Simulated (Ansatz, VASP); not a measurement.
In5O in VASP and in Ansatz

```
In O
1.0
     0.00000    4.28092    4.28092
     4.28092    0.00000    4.28092
     4.28092    4.28092    0.00000
In O
5 1
Direct
  0.12376 0.62541 0.62541
  0.62541 0.62541 0.62541
  0.62541 0.12376 0.62541
  0.62541 0.62541 0.12376
  0.25000 0.25000 0.25000
  0.00000 0.00000 0.00000
```

Change from the starting cell: species swapped into the TmCu5 type (F-43m, No. 216).

Alike in both runs: functional PBE; k mesh 4 × 4 × 4; occupations gaussian, width 0.1 eV; no spin polarisation.

Ansatz relaxed the structure, and its values are those at the end. VASP's run is a single point on that final structure, the one shown.

|  | VASP | Ansatz |
| --- | --- | --- |
| version | VASP 6.6.1 | Ansatz 0.2.0 |
| potentials or method | VASP PAW PBE potentials, release 64 (In_d, O), cutoff 520 eV | scalar-relativistic, plane waves, PAW |
| valence electrons in the cell | 71 | 71 |

Ansatz gave:

```
gap on the k mesh at the Fermi level (eV) : none
pressure (GPa)                            : 0.3
```

Which values does VASP return?

gap on the k mesh at the Fermi level (eV): none; pressure (GPa): 0.2.

A gap of «none» marks a metal or a gap that the smearing closes. The functional is the same, so the differences come from potentials, cutoffs and numerics.
